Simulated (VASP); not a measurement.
# Al (P6_3/mmc) in VASP: a series of runs

The runs below take Al through single point, with LDA.

Everything below comes from runs of VASP 6.6.1. Logs are shortened: lines on timing, memory, paths and dates and some standing lists are left out, and cuts for length are marked.

## Step 1: The cell of the first run

It takes space group P6_3/mmc (No. 194, hexagonal). The conventional cell has a = 2.802 Å, b = 2.802 Å, c = 4.803 Å, α = 90.00°, β = 90.00°, γ = 120.00°. Within 3.7 Å of Al (site symmetry -6m2) lie 12 Al at 2.80 to 2.90 Å.

This isn't the form of Al at room conditions, which is fcc.

## Step 2: Single point, LDA

Input file INCAR:

```
SYSTEM = Al
  PREC = Accurate
  ENCUT = 520
  EDIFF = 1E-6
  ISMEAR = 0
  SIGMA = 0.15
  LREAL = .False.
  LASPH = .True.
  NELM = 100
  ALGO = Fast
  ISIF = 2
  LWAVE = .False.
  LCHARG = .False.
  NBANDS = 10
```

Input file KPOINTS:

```
Automatic mesh
0
Gamma
  18 18 10
  0 0 0
```

Input file POSCAR:

```
Al
1.0
    2.8024648109      0.0000000000      0.0000000000
   -1.4012324054      2.4270057195      0.0000000000
    0.0000000000      0.0000000000      4.8034000000
Al
2
Direct
    0.6666666667      0.3333333333      0.7500000000
    0.3333333333      0.6666666667      0.2500000000
```

Potentials or basis: VASP PAW LDA potentials, release 64 (Al).

The run is started by

```bash
$ cat potpaw_LDA.64/Al/POTCAR > POTCAR
$ mpirun -np 1 vasp_std > vasp.out
```

OUTCAR:

```text
SYSTEM = Al
   PREC = Accurate
   ENCUT = 520
   EDIFF = 1E-6
   ISMEAR = 0
   LREAL = .False.
   LASPH = .True.
   NELM = 100
   ISIF = 2

 ion  position               nearest neighbor table
   1  0.667  0.333  0.750-   2 2.90   2 2.90   2 2.90   2 2.90   2 2.90   2 2.90
   2  0.333  0.667  0.250-   1 2.90   1 2.90   1 2.90   1 2.90   1 2.90   1 2.90

  LATTYP: Found a hexagonal cell.
 ALAT       =     2.8024648109
 C/A-ratio  =     1.7139911914

  Lattice vectors:

 A1 = (   2.8024648109,   0.0000000000,   0.0000000000)
 A2 = (  -1.4012324054,   2.4270057195,   0.0000000000)
 A3 = (   0.0000000000,   0.0000000000,   4.8034000000)

Analysis of symmetry for initial positions (statically):
=====================================================================
 Subroutine PRICEL returns:
 Original cell was already a primitive cell.

 Routine SETGRP: Setting up the symmetry group for a
 hexagonal supercell.

 Subroutine GETGRP returns: Found 24 space group operations
 (whereof 12 operations were pure point group operations)
 out of a pool of 24 trial point group operations.

The static configuration has the point symmetry D_3d.
 The point group associated with its full space group is D_6h.

Analysis of symmetry for dynamics (positions and initial velocities):
=====================================================================
 Subroutine PRICEL returns:
 Original cell was already a primitive cell.

 Routine SETGRP: Setting up the symmetry group for a
 hexagonal supercell.

 Subroutine GETGRP returns: Found 24 space group operations
 (whereof 12 operations were pure point group operations)
 out of a pool of 24 trial point group operations.

The dynamic configuration has the point symmetry D_3d.
 The point group associated with its full space group is D_6h.

 Subroutine INISYM returns: Found 24 space group operations
 (whereof 12 operations are pure point group operations),
 and found     1 'primitive' translations

----------------------------------------------------------------------------------------

                                     Primitive cell

  volume of cell :      32.6708

  direct lattice vectors                    reciprocal lattice vectors
     2.802464811  0.000000000  0.000000000     0.356828745  0.206015172  0.000000000
    -1.401232405  2.427005719  0.000000000     0.000000000  0.412030343  0.000000000
     0.000000000  0.000000000  4.803400000     0.000000000  0.000000000  0.208185868

  length of vectors
     2.802464811  2.802464811  4.803400000     0.412030343  0.412030343  0.208185868

  position of ions in fractional coordinates (direct lattice)
     0.666666667  0.333333333  0.750000000
     0.333333333  0.666666667  0.250000000

  ion indices of the primitive-cell ions
   primitive index   ion index
                 1           1
                 2           2

----------------------------------------------------------------------------------------

 KPOINTS: Automatic mesh

Automatic generation of k-mesh.
 Grid dimensions read from file:
 generate k-points for:   18   18   10

 Generating k-lattice:

  Cartesian coordinates                     Fractional coordinates (reciprocal lattice)
     0.019823819  0.011445287  0.000000000     0.055555556  0.000000000  0.000000000
     0.000000000  0.022890575  0.000000000     0.000000000  0.055555556  0.000000000
     0.000000000  0.000000000  0.020818587     0.000000000  0.000000000  0.100000000

  Length of vectors
     0.022890575  0.022890575  0.020818587

  Shift w.r.t. Gamma in fractional coordinates (k-lattice)
     0.000000000  0.000000000  0.000000000

 Subroutine IBZKPT returns following result:
 ===========================================

 Found    222 irreducible k-points:

 Following reciprocal coordinates:
            Coordinates               Weight
  0.000000  0.000000  0.000000      1.000000
  0.055556  0.000000  0.000000      6.000000
  0.111111  0.000000  0.000000      6.000000
  0.166667  0.000000  0.000000      6.000000
  0.222222  0.000000  0.000000      6.000000
  0.277778  0.000000  0.000000      6.000000
[... 16 lines left out ...]
  0.333333  0.111111  0.000000     12.000000
  0.388889  0.111111  0.000000     12.000000
 [... further k-points ...]
   k-points           NKPTS =    222   k-points in BZ     NKDIM =    222   number of bands    NBANDS=     10
   number of dos      NEDOS =    301   number of ions     NIONS =      2
   total plane-waves  NPLWV =  20736
   dimension x,y,z NGX =    24 NGY =   24 NGZ =   36
   dimension x,y,z NGXF=    48 NGYF=   48 NGZF=   72
   ions per type =               2
   NGX,Y,Z   is equivalent  to a cutoff of  14.24, 14.24, 12.46 a.u.
   NGXF,Y,Z  is equivalent  to a cutoff of  28.47, 28.47, 24.92 a.u.
 SYSTEM =  Al
   PREC   = accura    normal or accurate (medium, high low for compatibility)
   ISTART =      0    job   : 0-new  1-cont  2-samecut
   ICHARG =      2    charge: 1-file 2-atom 10-const
   ISPIN  =      1    spin polarized calculation?
   LNONCOLLINEAR =      F non collinear calculations
   LSORBIT =      F    spin-orbit coupling
   LASPH  =      T    aspherical Exc in radial PAW
   ENCUT  =  520.0 eV  38.22 Ry    6.18 a.u.   5.21  5.21  8.93*2*pi/ulx,y,z
   NELM   =    100;   NELMIN=  2; NELMDL= -5     # of ELM steps
   EDIFF  = 0.1E-05   stopping-criterion for ELM
   LREAL  =      F    real-space projection
   EDIFFG = 0.1E-04   stopping-criterion for IOM
   NSW    =      0    number of steps for IOM
   IBRION =     -1    ionic relax: 0-MD 1-quasi-New 2-CG
   NFREE  =      0    steps in history (QN), initial steepest desc. (CG)
   ISIF   =      2    stress and relaxation
   ISYM   =      2    0-nonsym 1-usesym 2-fastsym
   POTIM  = 0.5000    time-step for ionic-motion
   TEBEG  =    0.0;   TEEND  =   0.0 temperature during run
   PSTRESS=    0.0 pullay stress
   NELECT =       6.0000    total number of electrons
   NUPDOWN=      -1.0000    fix difference up-down
   EMIN   =  10.00;   EMAX   =-10.00  energy-range for DOS
   EFERMI =   0.00;   METHOD = LEGACY
   ISMEAR =     0;   SIGMA  =   0.15  broadening in eV -4-tet -1-fermi 0-gaus
   EFERMI_NEDOS =   21; number of points for ismear=-14 and -15
   IALGO  =     68    algorithm
   IMIX   =      4    mixing-type and parameters
     AMIX     =   0.40;   BMIX     =  1.00
     AMIX_MAG =   1.60;   BMIX_MAG =  1.00
  volume/ion in A,a.u.               =      16.34       110.24
  Fermi-wavevector in a.u.,A,eV,Ry     =   0.930548  1.758480 11.781545  0.865919
  Thomas-Fermi vector in A             =   2.056948
   LORBIT       =      0    0 simple, 1 ext, 2 COOP (PROOUT), +10 PAW based schemes
   GGA     = CA    functional components
   LHFCALC =     F    Hartree Fock is set to
   AEXX    =    0.0000 exact exchange contribution
   IVDW    =     0    specifies the selected vdW correction
   LEPSILON=     F    determine dielectric tensor
   LRPA    =     F    only Hartree local field effects (RPA)
 non-spin polarized calculation
 RMM-DIIS sequential band-by-band and
 Gauss-broadening in eV      SIGMA  =   0.15
  energy-cutoff  :      520.00
  volume of cell :       32.67
 maximum number of plane-waves:       900
 NGX is ok and might be reduce to    24
   NGX = 11   NGY = 11   NGZ = 17

 number of electron       6.0000000 magnetization

 Free energy of the ion-electron system (eV)
  ---------------------------------------------------
  ext. energy  EPLUGINS =         0.00000000
  ---------------------------------------------------
  free energy    TOTEN  =        -8.30972379 eV

  energy without entropy =       -8.30067080  energy(sigma->0) =       -8.30519730

 E-fermi :   7.8785     XC(G=0): -10.3809

 val. band max:        7.8574220246   @ k =   0.3889   0.1667   0.2000
 cond. band min:       7.8905166028   @ k =   0.2778   0.1111   0.0000
 fundamental gap:      0.0330945782
 Fermi energy:         7.8785269409

 k-point     1 :       0.0000    0.0000    0.0000
  band No.  band energies     occupation
      1      -3.2778      2.00000
      2       2.8951      2.00000
      3       3.0689      2.00000
      4      19.2204      0.00000
      5      19.2204      0.00000
      6      19.2849      0.00000
      7      19.4966      0.00000
      8      19.4966      0.00000
      9      20.6251      0.00000
     10      22.6114      0.00000

 k-point     2 :       0.0556    0.0000    0.0000
  band No.  band energies     occupation
      1      -3.2005      2.00000
      2       2.9710      2.00000
      3       3.1409      2.00000
      4      17.5248      0.00000
      5      18.2351      0.00000
      6      19.0363      0.00000
      7      20.2097      0.00000
      8      20.6082      0.00000
      9      20.6559      0.00000
     10      22.5847      0.00000

 k-point     3 :       0.1111    0.0000    0.0000
  band No.  band energies     occupation
      1      -2.9687      2.00000
      2       3.1976      2.00000
      3       3.3568      2.00000
      4      15.4146      0.00000
      5      17.2555      0.00000
      6      18.4167      0.00000
      7      19.9669      0.00000
      8      20.5734      0.00000
      9      21.4578      0.00000
     10      21.6841      0.00000

 k-point     4 :       0.1667    0.0000    0.0000
  band No.  band energies     occupation
      1      -2.5832      2.00000
      2       3.5727      2.00000
      3       3.7167      2.00000
      4      13.3112      0.00000
      5      16.4059      0.00000
      6      17.5179      0.00000
      7      18.8064      0.00000
      8      19.1199      0.00000
      9      21.2147      0.00000
     10      21.3258      0.00000
[... 222 lines left out ...]
 k-point    22 :       0.2778    0.1111    0.0000
  band No.  band energies     occupation
      1      -0.2940      2.00000
      2       5.6773      2.00000
      3       5.8731      2.00000
      4       7.8905      0.91000
      5      11.5140      0.00000
      6      13.6865      0.00000
      7      13.8211      0.00000
      8      17.3523      0.00000
      9      17.7499      0.00000
     10      19.3374      0.00000

 k-point    23 :       0.3333    0.1111    0.0000
  band No.  band energies     occupation
      1       0.6853      2.00000
      2       5.7499      2.00000
      3       6.8016      2.00000
      4       7.0801      2.00000
      5      10.9624      0.00000
      6      12.0618      0.00000
      7      12.4955      0.00000
      8      17.0476      0.00000
      9      17.3664      0.00000
     10      19.0393      0.00000

 k-point    24 :       0.3889    0.1111    0.0000
  band No.  band energies     occupation
      1       1.8048      2.00000
      2       4.4283      2.00000
      3       7.8520      1.19773
      4       7.9021      0.82383
      5      10.1524      0.00000
      6      10.5888      0.00000
      7      11.7008      0.00000
      8      16.8627      0.00000
      9      17.1388      0.00000
     10      18.8545      0.00000

 [... further k-points ...]
[... 5 lines left out ...]
  --------------------------------------------------------------------------------------
  -------------------------------------------------------------------------------------
  Total       -0.2567740     -0.2567740     -0.4897235     -0.0000000      0.0000000     -0.0000000
  in kB      -12.5922100    -12.5922100    -24.0160607     -0.0000000      0.0000000     -0.0000000
  external PRESSURE =     -16.4001602 kB  Pullay stress =       0.0000000 kB

 VOLUME and BASIS-vectors are now :
 -----------------------------------------------------------------------------
  energy-cutoff  :      520.00
  volume of cell :       32.67
      direct lattice vectors                 reciprocal lattice vectors
     2.802464811  0.000000000  0.000000000     0.356828745  0.206015172  0.000000000
    -1.401232405  2.427005719  0.000000000     0.000000000  0.412030343  0.000000000
     0.000000000  0.000000000  4.803400000     0.000000000  0.000000000  0.208185868

 POSITION                                       TOTAL-FORCE (eV/Angst)
 -----------------------------------------------------------------------------------
      1.40123      0.80900      3.60255         0.000000     -0.000000      0.000000
     -0.00000      1.61800      1.20085        -0.000000      0.000000      0.000000
 -----------------------------------------------------------------------------------
    total drift:                                0.000000     -0.000000     -0.000000

  FREE ENERGIE OF THE ION-ELECTRON SYSTEM (eV)
  ---------------------------------------------------
  free  energy   TOTEN  =        -8.3097237915 eV

  energy  without entropy=       -8.3006708031  energy(sigma->0) =       -8.30519730
```

It took 90 s on 1 thread of AMD EPYC 7R13, shared host; peak memory 0.14 GiB.

What came out:

* Free energy: -8.3097 eV
* Pressure: -1.6 GPa
* Band gap on the k mesh: zero (bands 3 and 4 overlap by 6.90 eV)

Levels at points of the mesh, in eV from the Fermi level:
```csv
k point,band 1,band 2,band 3,band 4,band 5,band 6,band 7,band 8
"(0.00, 0.00, 0.00)",-11.16,-4.98,-4.81,11.34,11.34,11.41,11.62,11.62
"(0.50, 0.00, 0.00)",-5.10,-4.98,0.63,0.71,1.42,1.49,6.18,7.77
"(0.00, 0.00, 0.50)",-9.57,-9.57,2.58,2.58,12.44,12.44,12.44,12.44
"(0.50, 0.00, 0.50)",-3.84,-3.84,-3.12,-3.12,7.54,7.54,7.54,7.54
```

## Step 3: Single point, LDA

This run uses another cell than the first one, of 16.24 Å³/atom.

Input file INCAR:

```
  PREC = Accurate
  ENCUT = 520
  EDIFF = 1E-6
  ISMEAR = 0
  SIGMA = 0.15
  LREAL = False
  LASPH = True
  NELM = 80
  ALGO = Fast
  ISIF = 2
  LWAVE = False
  LCHARG = True
  LELF = True
  LVHAR = True
  NBANDS = 10
```

Input file KPOINTS:

```
Automatic mesh
0
Gamma
  18 18 10
```

Input file POSCAR:

```
Al
1.0
    2.7604000000      0.0000000000      0.0000000000
   -1.3802000000      2.3905765246      0.0000000000
    0.0000000000      0.0000000000      4.9205000000
Al
2
Direct
    0.6666666667      0.3333333333      0.7500000000
    0.3333333333      0.6666666667      0.2500000000
```

Potentials or basis: VASP PAW LDA potentials, release 64 (Al).

The run is started by

```bash
$ cat potpaw_LDA.64/Al/POTCAR > POTCAR
$ mpirun -np 1 vasp_std > vasp.out
```

Wall time 84 s (1 thread of AMD EPYC 7R13, shared host); peak memory 0.15 GiB.

It converged, with:

- Free energy: -8.2963 eV
- Pressure: -0.7 GPa
- Band gap on the k mesh: zero (bands 3 and 4 overlap by 6.50 eV)

Stress tensor (GPa, compression positive):
```
 0.90  0.00  0.00
 0.00  0.90  0.00
 0.00  0.00 -3.83
```

Levels at points of the mesh, in eV from the Fermi level:
```
           k point  band 1  band 2  band 3  band 4  band 5  band 6
(0.00, 0.00, 0.00)  -11.19   -5.44   -4.99   10.70   11.61   12.07
(0.50, 0.00, 0.00)   -4.92   -4.87    0.40    0.67    1.19    1.47
(0.00, 0.00, 0.50)   -9.67   -9.67    1.93    1.93   12.96   12.96
(0.50, 0.00, 0.50)   -3.79   -3.79   -3.02   -3.02    7.38    7.38
```

## Step 4: Single point, LDA

This run uses another cell than the first one, of 16.27 Å³/atom.

Input file INCAR:

```
PREC = Accurate ; ENCUT = 520
EDIFF = 1E-7 ; ISMEAR = 0
SIGMA = 0.15 ; LREAL = False
LASPH = True ; NELM = 80
ALGO = Normal ; ISIF = 2
LWAVE = False ; LCHARG = False
NBANDS = 10
```

Input file KPOINTS:

```
regular mesh
0
Gamma
  18 18 10
```

Input file POSCAR:

```
Al
1.0
    2.8865000000      0.0000000000      0.0000000000
   -1.4432500000      2.4997823280      0.0000000000
    0.0000000000      0.0000000000      4.5105000000
Al
2
Direct
    0.6666666667      0.3333333333      0.7500000000
    0.3333333333      0.6666666667      0.2500000000
```

The run is started by

```bash
$ cat potpaw_LDA.64/Al/POTCAR > POTCAR
$ mpirun -np 1 vasp_std > vasp.out
```

It took 84 s on 1 thread of AMD EPYC 7R13, shared host; peak memory 0.15 GiB.

Results (log left out):

| Item | Value |
| --- | --- |
| Free energy | -8.3030 eV |
| Pressure | -1.3 GPa |
| Band gap on the k mesh | zero (bands 3 and 4 overlap by 8.14 eV) |

Stress tensor (GPa, compression positive):
```
-2.46  0.00  0.00
 0.00 -2.46  0.00
 0.00  0.00  0.88
```

Levels at points of the mesh, in eV from the Fermi level:
| k point | band 1 | band 2 | band 3 | band 4 | band 5 | band 6 |
| --- | --- | --- | --- | --- | --- | --- |
| (0.00, 0.00, 0.00) | -11.19 | -4.34 | -3.86 | 9.85 | 9.85 | 10.46 |
| (0.50, 0.00, 0.00) | -5.56 | -5.27 | 0.66 | 1.56 | 1.62 | 2.07 |
| (0.00, 0.00, 0.50) | -9.39 | -9.39 | 4.31 | 4.31 | 11.25 | 11.25 |
| (0.50, 0.00, 0.50) | -4.00 | -4.00 | -3.31 | -3.31 | 6.62 | 6.62 |

## Step 5: Single point, LDA

This run uses another cell than the first one, of 16.21 Å³/atom.

Input file INCAR:

```
ALGO = Fast ; EDIFF = 1E-6
ENCUT = 520 ; GGA = CA
ISIF = 2 ; ISMEAR = 0
LASPH = True ; LCHARG = False
LREAL = False ; LWAVE = False
NBANDS = 10 ; NELM = 100
PREC = Accurate ; SIGMA = 0.15
```

Input file KPOINTS:

```
k-points
0
Gamma
  18 18 10
```

Input file POSCAR:

```
Al
1.0
    2.8445000000      0.0000000000      0.0000000000
   -1.4222500000      2.4634092611      0.0000000000
    0.0000000000      0.0000000000      4.6277000000
Al
2
Direct
    0.6666666667      0.3333333333      0.7500000000
    0.3333333333      0.6666666667      0.2500000000
```

The run is started by

```bash
$ cat potpaw_LDA.64/Al/POTCAR > POTCAR
$ mpirun -np 1 vasp_std > vasp.out
```

Run time: 84 s. Hardware: 1 thread of AMD EPYC 7R13, shared host; peak memory 0.14 GiB.

Results (log left out):

| Property | Result |
| --- | --- |
| Free energy | -8.3138 eV |
| Pressure | -1.2 GPa |
| Band gap on the k mesh | zero (bands 3 and 4 overlap by 7.45 eV) |

Stress tensor (GPa, compression positive):
```
-1.31  0.00  0.00
 0.00 -1.31  0.00
 0.00  0.00 -1.08
```

Levels at points of the mesh, in eV from the Fermi level:
```tsv
k point	band 1	band 2	band 3	band 4	band 5	band 6	band 7	band 8
(0.00, 0.00, 0.00)	-11.23	-4.60	-4.38	10.53	10.53	10.98	10.98	12.21
(0.50, 0.00, 0.00)	-5.39	-5.17	0.61	1.17	1.53	1.79	5.57	7.31
(0.00, 0.00, 0.50)	-9.51	-9.51	3.53	3.53	11.80	11.80	11.80	11.80
(0.50, 0.00, 0.50)	-3.95	-3.95	-3.25	-3.25	7.03	7.03	7.65	7.65
```

## Step 6: Single point, LDA

This run uses another cell than the first one, of 16.25 Å³/atom.

Input file INCAR:

```
SYSTEM = Al
  PREC = Accurate
  ENCUT = 520
  EDIFF = 1E-7
  ISMEAR = 0
  SIGMA = 0.15
  LREAL = .False.
  LASPH = .True.
  NELM = 80
  ALGO = Normal
  ISIF = 2
  LWAVE = .False.
  LCHARG = .False.
  NBANDS = 10
```

Input file KPOINTS:

```
Automatic mesh
0
Gamma
  18 18 10
  0 0 0
```

Input file POSCAR:

```
Al
1.0
    2.8655000000      0.0000000000      0.0000000000
   -1.4327500000      2.4815957946      0.0000000000
    0.0000000000      0.0000000000      4.5691000000
Al
2
Direct
    0.6666666667      0.3333333333      0.7500000000
    0.3333333333      0.6666666667      0.2500000000
```

Potentials or basis: VASP PAW LDA potentials, release 64 (Al).

The run is started by

```bash
$ cat potpaw_LDA.64/Al/POTCAR > POTCAR
$ mpirun -np 1 vasp_std > vasp.out
```

Wall time 68 s (1 thread of AMD EPYC 7R13, shared host); peak memory 0.14 GiB.

Results (log left out):

- Free energy: -8.3104 eV
- Pressure: -1.4 GPa
- Band gap on the k mesh: zero (bands 3 and 4 overlap by 7.80 eV)

Stress tensor (GPa, compression positive):
```
-1.99  0.00  0.00
 0.00 -1.99  0.00
 0.00  0.00 -0.10
```

Levels at points of the mesh, in eV from the Fermi level:
| k point | band 1 | band 2 | band 3 | band 4 | band 5 | band 6 |
| --- | --- | --- | --- | --- | --- | --- |
| (0.00, 0.00, 0.00) | -11.21 | -4.47 | -4.12 | 10.18 | 10.18 | 10.71 |
| (0.50, 0.00, 0.00) | -5.47 | -5.22 | 0.63 | 1.36 | 1.57 | 1.93 |
| (0.00, 0.00, 0.50) | -9.45 | -9.45 | 3.91 | 3.91 | 11.53 | 11.53 |
| (0.50, 0.00, 0.50) | -3.98 | -3.98 | -3.29 | -3.29 | 6.82 | 6.82 |

## Step 7: The runs side by side

| cell | gap on the mesh (eV) | pressure (GPa) |
| --- | --- | --- |
| a = 2.802, b = 2.802, c = 4.803 Å, angles 90.0, 90.0, 120.0°, 2 atoms | none | -1.6 |
| a = 2.760, b = 2.760, c = 4.920 Å, angles 90.0, 90.0, 120.0°, 2 atoms | none | -0.7 |
| a = 2.886, b = 2.886, c = 4.511 Å, angles 90.0, 90.0, 120.0°, 2 atoms | none | -1.3 |
| a = 2.845, b = 2.845, c = 4.628 Å, angles 90.0, 90.0, 120.0°, 2 atoms | none | -1.2 |
| a = 2.865, b = 2.866, c = 4.569 Å, angles 90.0, 90.0, 120.0°, 2 atoms | none | -1.4 |

Alike in all rows: task single point; level LDA; potentials or basis VASP PAW LDA potentials, release 64 (Al); no spin polarisation; k mesh 18 × 18 × 10; cutoff (eV) 520; smearing gaussian 0.15 eV.

Absolute energies hang on the potentials; compare differences alone.
